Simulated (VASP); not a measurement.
# Cd (Fm-3m) in VASP: further runs

Cd is run at these levels: PBE; tasks: single point, relaxation of cell and atoms.

Everything below comes from runs of VASP 6.6.1. Logs are shortened: lines on timing, memory, paths and dates and some standing lists are left out, and cuts for length are marked.

### Step 1. The cell of the first run

It takes space group Fm-3m (No. 225, cubic). Conventional cell: a = 4.507 Å, b = 4.507 Å, c = 4.507 Å, α = 90.00°, β = 90.00°, γ = 90.00°. Within 4.2 Å of Cd (site symmetry m-3m) lie 12 Cd at 3.19 Å.

### Step 2. Single point, PBE

INCAR reads:

```
PREC = Accurate ; ENCUT = 520
EDIFF = 1E-7 ; ISMEAR = -1
SIGMA = 0.1 ; LREAL = False
LASPH = True ; NELM = 80
ALGO = Normal ; ISIF = 2
LWAVE = False ; LCHARG = False
GGA = PE ; NBANDS = 12
```

KPOINTS reads:

```
Automatic mesh
0
Gamma
  6 6 6
```

POSCAR reads:

```
Cd
1.0
    0.0000000000      2.2536788596      2.2536788596
    2.2536788596      0.0000000000      2.2536788596
    2.2536788596      2.2536788596      0.0000000000
Cd
1
Direct
    0.0000000000      0.0000000000      0.0000000000
```

Potentials or basis: VASP PAW PBE potentials, release 64 (Cd).

Run with:

```console
$ cat potpaw_PBE.64/Cd/POTCAR > POTCAR
$ mpirun -np 1 vasp_std > vasp.out
```

OUTCAR:

```text
PREC = Accurate
   ENCUT = 520
   EDIFF = 1E-7
   ISMEAR = -1
   LREAL = False
   LASPH = True
   NELM = 80
   ISIF = 2
   GGA = PE

 ion  position               nearest neighbor table
   1  0.000  0.000  0.000-

  LATTYP: Found a face centered cubic cell.
 ALAT       =     4.5073577192

  Lattice vectors:

 A1 = (   0.0000000000,   2.2536788596,   2.2536788596)
 A2 = (   2.2536788596,   0.0000000000,   2.2536788596)
 A3 = (   2.2536788596,   2.2536788596,   0.0000000000)

Analysis of symmetry for initial positions (statically):
=====================================================================
 Subroutine PRICEL returns:
 Original cell was already a primitive cell.

 Routine SETGRP: Setting up the symmetry group for a
 face centered cubic supercell.

 Subroutine GETGRP returns: Found 48 space group operations
 (whereof 48 operations were pure point group operations)
 out of a pool of 48 trial point group operations.

The static configuration has the point symmetry O_h .

Analysis of symmetry for dynamics (positions and initial velocities):
=====================================================================
 Subroutine PRICEL returns:
 Original cell was already a primitive cell.

 Routine SETGRP: Setting up the symmetry group for a
 face centered cubic supercell.

 Subroutine GETGRP returns: Found 48 space group operations
 (whereof 48 operations were pure point group operations)
 out of a pool of 48 trial point group operations.

The dynamic configuration has the point symmetry O_h .

 Subroutine INISYM returns: Found 48 space group operations
 (whereof 48 operations are pure point group operations),
 and found     1 'primitive' translations

----------------------------------------------------------------------------------------

                                     Primitive cell

  volume of cell :      22.8932

  direct lattice vectors                    reciprocal lattice vectors
     0.000000000  2.253678860  2.253678860    -0.221859471  0.221859471  0.221859471
     2.253678860  0.000000000  2.253678860     0.221859471 -0.221859471  0.221859471
     2.253678860  2.253678860  0.000000000     0.221859471  0.221859471 -0.221859471

  length of vectors
     3.187183208  3.187183208  3.187183208     0.384271876  0.384271876  0.384271876

[... 72 lines left out ...]
   NSW    =      0    number of steps for IOM
   IBRION =     -1    ionic relax: 0-MD 1-quasi-New 2-CG
   NFREE  =      0    steps in history (QN), initial steepest desc. (CG)
   ISIF   =      2    stress and relaxation
   ISYM   =      2    0-nonsym 1-usesym 2-fastsym
   POTIM  = 0.5000    time-step for ionic-motion
   TEBEG  =    0.0;   TEEND  =   0.0 temperature during run
   PSTRESS=    0.0 pullay stress
   NELECT =      12.0000    total number of electrons
   NUPDOWN=      -1.0000    fix difference up-down
   EMIN   =  10.00;   EMAX   =-10.00  energy-range for DOS
   EFERMI =   0.00;   METHOD = LEGACY
   ISMEAR =    -1;   SIGMA  =   0.10  broadening in eV -4-tet -1-fermi 0-gaus
   EFERMI_NEDOS =   21; number of points for ismear=-14 and -15
   IALGO  =     38    algorithm
   IMIX   =      4    mixing-type and parameters
     AMIX     =   0.40;   BMIX     =  1.00
     AMIX_MAG =   1.60;   BMIX_MAG =  1.00
  volume/ion in A,a.u.               =      22.89       154.49
  Fermi-wavevector in a.u.,A,eV,Ry     =   1.319978  2.494396 23.705985  1.742341
  Thomas-Fermi vector in A             =   2.449837
   LORBIT       =      0    0 simple, 1 ext, 2 COOP (PROOUT), +10 PAW based schemes
   GGA     = PE    functional components
   LHFCALC =     F    Hartree Fock is set to
   AEXX    =    0.0000 exact exchange contribution
   IVDW    =     0    specifies the selected vdW correction
   LEPSILON=     F    determine dielectric tensor
   LRPA    =     F    only Hartree local field effects (RPA)
 non-spin polarized calculation
  energy-cutoff  :      520.00
  volume of cell :       22.89
 maximum number of plane-waves:       636
   NGX = 11   NGY = 11   NGZ = 11

 number of electron      11.9999992 magnetization

 Free energy of the ion-electron system (eV)
  ---------------------------------------------------
  ext. energy  EPLUGINS =         0.00000000
  ---------------------------------------------------
  free energy    TOTEN  =        -0.65769445 eV

  energy without entropy =       -0.62921549  energy(sigma->0) =       -0.64345497

 E-fermi :   2.6643     XC(G=0): -10.7275

 val. band max:        2.4243909472   @ k =  -0.3333   0.3333   0.1667
 cond. band min:       2.7516896979   @ k =  -0.3333   0.3333   0.1667
 fundamental gap:      0.3272987507
 Fermi energy:         2.6643161625

 k-point     1 :       0.0000    0.0000    0.0000
  band No.  band energies     occupation
      1      -6.4895      2.00000
      2      -6.4895      2.00000
      3      -6.4895      2.00000
      4      -6.0817      2.00000
      5      -6.0817      2.00000
      6      -5.9311      2.00000
      7      16.2375      0.00000
      8      16.9859      0.00000
      9      16.9859      0.00000
     10      16.9859      0.00000
     11      20.2906      0.00000
     12      20.2906      0.00000
[... 211 lines left out ...]
 k-point    16 :      -0.3333    0.5000    0.1667
  band No.  band energies     occupation
      1      -6.7902      2.00000
      2      -6.7823      2.00000
      3      -6.1081      2.00000
      4      -5.9381      2.00000
      5      -5.6554      2.00000
      6       3.1422      0.01666
      7       4.1218      0.00000
      8       6.2749      0.00000
      9       6.8510      0.00000
     10      17.0697      0.00000
     11      17.5151      0.00000
     12      23.3858      0.00000

------------------------ aborting loop because EDIFF is reached ----------------------------------------

  FORCE on cell =-STRESS in cart. coord.  units (eV):
  Direction    XX          YY          ZZ          XY          YZ          ZX
  --------------------------------------------------------------------------------------
  -------------------------------------------------------------------------------------
  Total        0.2641039      0.2641039      0.2641039      0.0000000     -0.0000000      0.0000000
  in kB       18.4832881     18.4832881     18.4832881      0.0000000     -0.0000000      0.0000000
  external PRESSURE =      18.4832881 kB  Pullay stress =       0.0000000 kB

 VOLUME and BASIS-vectors are now :
 -----------------------------------------------------------------------------
  energy-cutoff  :      520.00
  volume of cell :       22.89
      direct lattice vectors                 reciprocal lattice vectors
     0.000000000  2.253678860  2.253678860    -0.221859471  0.221859471  0.221859471
     2.253678860  0.000000000  2.253678860     0.221859471 -0.221859471  0.221859471
     2.253678860  2.253678860  0.000000000     0.221859471  0.221859471 -0.221859471

 POSITION                                       TOTAL-FORCE (eV/Angst)
 -----------------------------------------------------------------------------------
      0.00000      0.00000      0.00000        -0.000000     -0.000000     -0.000000
 -----------------------------------------------------------------------------------
    total drift:                               -0.000000     -0.000000      0.000000

  FREE ENERGIE OF THE ION-ELECTRON SYSTEM (eV)
  ---------------------------------------------------
  free  energy   TOTEN  =        -0.6576944498 eV

  energy  without entropy=       -0.6292154886  energy(sigma->0) =       -0.64345497
```

OSZICAR:

```text
N       E                     dE             d eps       ncg     rms          rms(c)
DAV:   1     0.712125660601E+02    0.71213E+02   -0.69286E+03   400   0.966E+02
DAV:   2     0.545284976627E+00   -0.70667E+02   -0.67978E+02   416   0.241E+02
DAV:   3    -0.694367886775E+00   -0.12397E+01   -0.12392E+01   464   0.356E+01
DAV:   4    -0.695800029090E+00   -0.14321E-02   -0.14321E-02   428   0.117E+00
DAV:   5    -0.695803289721E+00   -0.32606E-05   -0.32608E-05   472   0.573E-02    0.275E+00
DAV:   6    -0.658947674787E+00    0.36856E-01   -0.10182E-01   452   0.396E+00    0.223E+00
DAV:   7    -0.657437131609E+00    0.15105E-02   -0.91394E-03   444   0.978E-01    0.112E+00
DAV:   8    -0.657659770874E+00   -0.22264E-03   -0.12504E-03   436   0.471E-01    0.541E-02
DAV:   9    -0.657690225786E+00   -0.30455E-04   -0.13654E-05   456   0.345E-02    0.117E-02
DAV:  10    -0.657694655296E+00   -0.44295E-05   -0.34672E-06   416   0.205E-02    0.110E-03
DAV:  11    -0.657694506641E+00    0.14866E-06   -0.13062E-08   300   0.108E-03    0.508E-04
DAV:  12    -0.657694449822E+00    0.56819E-07   -0.41210E-09   240   0.797E-04
   1 F= -.65769445E+00 E0= -.64345497E+00  d E =-.284790E-01
```

stdout:

```text
POSCAR found type information on POSCAR Cd
 POSCAR found :  1 types and       1 ions
 scaLAPACK will be used
 LDA part: xc-table for (Slater+PW92), standard interpolation
 POSCAR, INCAR and KPOINTS ok, starting setup
 FFT: planning ... GRIDC
 FFT: planning ... GRID_SOFT
 FFT: planning ... GRID
 WAVECAR not read
 entering main loop
```

Run time: 6.6 s. Hardware: 1 thread of AMD EPYC 7R43 (Zen 3), shared host; peak memory 0.1 GiB.

Results:

```
Free energy            : -0.6577 eV
Pressure               : 1.8 GPa
Band gap on the k mesh : zero (band 6 reaches 3.14 eV, above the bottom of band 7 at 1.12 eV)
```

Levels at points of the mesh, in eV from the Fermi level:
| k point | band 3 | band 4 | band 5 | band 6 | band 7 | band 8 | band 9 | band 10 |
| --- | --- | --- | --- | --- | --- | --- | --- | --- |
| (0.00, 0.00, 0.00) | -9.15 | -8.75 | -8.75 | -8.60 | 13.57 | 14.32 | 14.32 | 14.32 |
| (0.50, 0.00, 0.00) | -9.15 | -8.41 | -8.41 | -2.29 | -1.55 | 11.96 | 11.96 | 12.69 |
| (0.50, 0.50, 0.00) | -8.43 | -8.32 | -8.32 | -0.84 | 1.06 | 6.47 | 6.47 | 10.56 |

Caveat: the k points lie up to 0.40 Å⁻¹ apart.

### Step 3. Single point, PBE

INCAR reads:

```
PREC = Accurate
ENCUT = 520
EDIFF = 1E-7
ISMEAR = -1
SIGMA = 0.1
LREAL = False
LASPH = True
NELM = 100
ALGO = Normal
ISIF = 2
LWAVE = False
LCHARG = True
GGA = PE
LELF = True
LVHAR = True
NBANDS = 12
```

KPOINTS reads:

```
Automatic mesh
0
Gamma
  12 12 12
```

POSCAR reads:

```
Cd
1.0
    0.0000000000      2.2536788592      2.2536788592
    2.2536788592      0.0000000000      2.2536788592
    2.2536788592      2.2536788592      0.0000000000
Cd
1
Direct
    0.0000000000      0.0000000000      0.0000000000
```

Potentials or basis: VASP PAW PBE potentials, release 64 (Cd).

Run with:

```console
$ cat potpaw_PBE.64/Cd/POTCAR > POTCAR
$ mpirun -np 1 vasp_std > vasp.out
```

OUTCAR:

```text
PREC = Accurate
   ENCUT = 520
   EDIFF = 1E-7
   ISMEAR = -1
   LREAL = False
   LASPH = True
   NELM = 100
   ISIF = 2
   GGA = PE

 ion  position               nearest neighbor table
   1  0.000  0.000  0.000-

  LATTYP: Found a face centered cubic cell.
 ALAT       =     4.5073577184

  Lattice vectors:

 A1 = (   0.0000000000,   2.2536788592,   2.2536788592)
 A2 = (   2.2536788592,   0.0000000000,   2.2536788592)
 A3 = (   2.2536788592,   2.2536788592,   0.0000000000)

Analysis of symmetry for initial positions (statically):
=====================================================================
 Subroutine PRICEL returns:
 Original cell was already a primitive cell.

 Routine SETGRP: Setting up the symmetry group for a
 face centered cubic supercell.

 Subroutine GETGRP returns: Found 48 space group operations
 (whereof 48 operations were pure point group operations)
 out of a pool of 48 trial point group operations.

The static configuration has the point symmetry O_h .

[... 165 lines left out ...]
  band No.  band energies     occupation
      1      -6.5133      2.00000
      2      -6.5133      2.00000
      3      -6.5133      2.00000
      4      -6.1052      2.00000
      5      -6.1052      2.00000
      6      -5.9391      2.00000
      7      16.2261      0.00000
      8      16.9802      0.00000
      9      16.9802      0.00000
     10      16.9802      0.00000
     11      20.2804      0.00000
     12      20.2804      0.00000
[... 331 lines left out ...]
 k-point    24 :      -0.4167    0.1667    0.0000
  band No.  band energies     occupation
      1      -6.7883      2.00000
      2      -6.5534      2.00000
      3      -6.3494      2.00000
      4      -6.0111      2.00000
      5      -5.8181      2.00000
      6       0.6612      2.00000
      7       2.1188      1.92420
      8      10.1319      0.00000
      9      13.0976      0.00000
     10      14.6623      0.00000
     11      20.7669      0.00000
     12      20.9445      0.00000

 [... further k-points ...]

------------------------ aborting loop because EDIFF is reached ----------------------------------------

  FORCE on cell =-STRESS in cart. coord.  units (eV):
  Direction    XX          YY          ZZ          XY          YZ          ZX
  --------------------------------------------------------------------------------------
  -------------------------------------------------------------------------------------
  Total        0.0338148      0.0338148      0.0338148      0.0000000      0.0000000     -0.0000000
  in kB        2.3665284      2.3665284      2.3665284      0.0000000      0.0000000     -0.0000000
  external PRESSURE =       2.3665284 kB  Pullay stress =       0.0000000 kB

 VOLUME and BASIS-vectors are now :
 -----------------------------------------------------------------------------
  energy-cutoff  :      520.00
  volume of cell :       22.89
      direct lattice vectors                 reciprocal lattice vectors
     0.000000000  2.253678859  2.253678859    -0.221859471  0.221859471  0.221859471
     2.253678859  0.000000000  2.253678859     0.221859471 -0.221859471  0.221859471
     2.253678859  2.253678859  0.000000000     0.221859471  0.221859471 -0.221859471

 POSITION                                       TOTAL-FORCE (eV/Angst)
 -----------------------------------------------------------------------------------
      0.00000      0.00000      0.00000         0.000000      0.000000      0.000000
 -----------------------------------------------------------------------------------
    total drift:                               -0.000000      0.000000     -0.000000

  FREE ENERGIE OF THE ION-ELECTRON SYSTEM (eV)
  ---------------------------------------------------
  free  energy   TOTEN  =        -0.7405924848 eV

  energy  without entropy=       -0.7258449213  energy(sigma->0) =       -0.73321870
```

OSZICAR:

```text
N       E                     dE             d eps       ncg     rms          rms(c)
DAV:   1     0.692375693905E+02    0.69238E+02   -0.69610E+03  1880   0.987E+02
DAV:   2     0.510843400141E+00   -0.68727E+02   -0.65483E+02  1852   0.234E+02
DAV:   3    -0.778474916070E+00   -0.12893E+01   -0.12887E+01  2088   0.355E+01
DAV:   4    -0.780095812454E+00   -0.16209E-02   -0.16209E-02  1932   0.126E+00
DAV:   5    -0.780099624890E+00   -0.38124E-05   -0.38124E-05  2140   0.612E-02    0.272E+00
DAV:   6    -0.741607319102E+00    0.38492E-01   -0.10729E-01  2044   0.409E+00    0.224E+00
DAV:   7    -0.740234172074E+00    0.13731E-02   -0.99279E-03  2016   0.102E+00    0.113E+00
DAV:   8    -0.740554096408E+00   -0.31992E-03   -0.14040E-03  1864   0.497E-01    0.580E-02
DAV:   9    -0.740588008833E+00   -0.33912E-04   -0.15157E-05  2076   0.369E-02    0.105E-02
DAV:  10    -0.740592639428E+00   -0.46306E-05   -0.36266E-06  1868   0.208E-02    0.123E-03
DAV:  11    -0.740592536438E+00    0.10299E-06   -0.14196E-08  1364   0.119E-03    0.611E-04
DAV:  12    -0.740592484786E+00    0.51652E-07   -0.45886E-09  1056   0.839E-04
   1 F= -.74059248E+00 E0= -.73321870E+00  d E =-.147476E-01
```

stdout:

```text
POSCAR found type information on POSCAR Cd
 POSCAR found :  1 types and       1 ions
 scaLAPACK will be used
 LDA part: xc-table for (Slater+PW92), standard interpolation
 POSCAR, INCAR and KPOINTS ok, starting setup
 FFT: planning ... GRIDC
 FFT: planning ... GRID_SOFT
 FFT: planning ... GRID
 WAVECAR not read
 entering main loop
```

It took 6.5 s on 1 thread of Intel Xeon 6975P-C (Granite Rapids), shared host; peak memory 0.15 GiB.

What came out:

```yaml
Free_energy: -0.7406 eV
Pressure: 0.2 GPa
Band_gap_on_the_k_mesh: zero (band 6 reaches 4.35 eV, above the bottom of band 7 at 1.11 eV)
```

### Step 4. Relaxation of cell and atoms, PBE

This run uses another cell than the first one, of 21.59 Å³/atom, 0.943 times its volume.

INCAR reads:

```
SYSTEM = Cd
  PREC = Accurate
  ENCUT = 600
  EDIFF = 1E-6
  ISMEAR = -1
  SIGMA = 0.1
  LREAL = .FALSE.
  LASPH = .TRUE.
  NELM = 100
  ALGO = Normal
  ISIF = 3
  LWAVE = .FALSE.
  LCHARG = .FALSE.
  GGA = PE
  IBRION = 2
  NSW = 80
  EDIFFG = -0.01
```

KPOINTS reads:

```
Automatic mesh
0
G
  12 12 12
  0 0 0
```

POSCAR reads:

```
Cd
1.0
    0.0000000000      2.2099191412      2.2099191412
    2.2099191412      0.0000000000      2.2099191412
    2.2099191412      2.2099191412      0.0000000000
Cd
1
Direct
    0.0000000000      0.0000000000      0.0000000000
```

Run with:

```console
$ cat potpaw_PBE.64/Cd/POTCAR > POTCAR
$ mpirun -np 1 vasp_std > vasp.out
```

Run time: 23 s. Hardware: 1 thread of Intel Xeon 6975P-C (Granite Rapids), shared host; peak memory 0.17 GiB.

The run converged. Its results:

```
Free energy                            : -0.7394 eV
Relaxed volume                         : 22.98 Å³/atom
Relaxed cell                           : a = 3.191 Å, b = 3.191 Å, c = 3.191 Å, α = 60.00°, β = 60.00°, γ = 60.00°
Space group after relaxing (to 0.05 Å) : Fm-3m (No. 225)
Energy gained by relaxing              : 12.3 meV/atom
Ionic steps                            : 3
Pressure after relaxing                : 0.0 GPa
Band gap on the k mesh                 : zero (band 6 reaches 4.31 eV, above the bottom of band 7 at 1.08 eV)
```

The path:
```tsv
step	energy change (eV)	largest force (eV/Å)	pressure (GPa)	volume (Å³)
1	0.0000	0.0000	3.05	21.59
2	-0.0123	0.0000	0.15	22.90
3	-0.0123	0.0000	-0.01	22.98
```

Final structure:
```xyz
1
Lattice="0.0000 2.2566 2.2566 2.2566 0.0000 2.2566 2.2566 2.2566 0.0000" Properties=species:S:1:pos:R:3 pbc="T T T"
Cd    0.0000    0.0000    0.0000
```

Levels at points of the mesh, in eV from the Fermi level:
```
           k point  band 2  band 3  band 4  band 5  band 6  band 7  band 8  band 9  band 10
(0.00, 0.00, 0.00)   -8.95   -8.95   -8.54   -8.54   -8.35   13.77   14.50   14.50    14.50
(0.50, 0.00, 0.00)   -8.94   -8.94   -8.21   -8.21   -2.06   -1.34   12.14   12.14    12.89
(0.50, 0.50, 0.00)   -9.44   -8.23   -8.12   -8.12   -0.61    1.26    6.67    6.67    10.76
```

[end of part 1 of 2]
